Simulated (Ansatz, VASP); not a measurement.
## One calculation of P, two programs

INCAR

```
SYSTEM = P
  ALGO = Normal
  EDIFF = 1E-6
  ENCUT = 520
  GGA = PE
  ISIF = 2
  ISMEAR = -1
  LASPH = .TRUE.
  LCHARG = .FALSE.
  LREAL = .FALSE.
  LWAVE = .FALSE.
  NBANDS = 18
  NELM = 100
  PREC = Accurate
  SIGMA = 0.1
```

File KPOINTS:

```
k-points
0
G
  15 15 4
  0 0 0
```

POSCAR

```
P
1.0
    2.6992474744      0.0000000000      0.0000000000
   -1.3496237372      2.3376168840      0.0000000000
    0.0000000000      0.0000000000     10.0784967531
P
4
Direct
    0.0000000000      1.0000000000      0.0000000000
    0.0000000000      1.0000000000      0.5000000000
    0.3333333333      0.6666666667      0.2500000000
    0.6666666667      0.3333333333      0.7500000000
```

Input for Ansatz:

```yaml
crystal:
  lattice:
    - [2.6992474744, 0.0, 0.0]
    - [-1.3496237372, 2.337616884, 0.0]
    - [0.0, 0.0, 10.0784967531]
  atoms:
    - { symbol: P, position: [0.0, 1.0, 0.0] }
    - { symbol: P, position: [0.0, 1.0, 0.5] }
    - { symbol: P, position: [0.3333333333, 0.6666666667, 0.25] }
    - { symbol: P, position: [0.6666666667, 0.3333333333, 0.75] }
hamiltonian:
  xc: pbe
  pseudopotentials:
    kind: paw
    azcp:
      P: "pseudopotentials/P.paw.azcp"
basis:
  ecutwfc: 420
  fft_grid_basis: typed
kpoints:
  mp_grid: { grid: [15, 15, 4], shift: [0, 0, 0] }
magnetization:
  spin_polarized: false
scf:
  occupations: { method: fermi_dirac, width: 0.1 }
  lower_state_search: "off"
output:
  stress: true
```

Alike in both runs: task single point; functional PBE; k mesh 15 × 15 × 4; occupations fermi-dirac, width 0.1 eV; no spin polarisation.

```csv
,VASP,Ansatz
version,VASP 6.6.1,Ansatz 0.2.0
potentials or method,"VASP PAW PBE potentials, release 64 (P), cutoff 520 eV","plane waves (420 eV) with PAW, scalar-relativistic"
valence electrons in the cell,20,20
```

```tsv
	VASP	Ansatz	Ansatz less VASP
pressure (GPa)	-6.3	-6.2	+0.12
traceless stress, the component that is largest in VASP (GPa)	1.39	1.35	-0.042
```
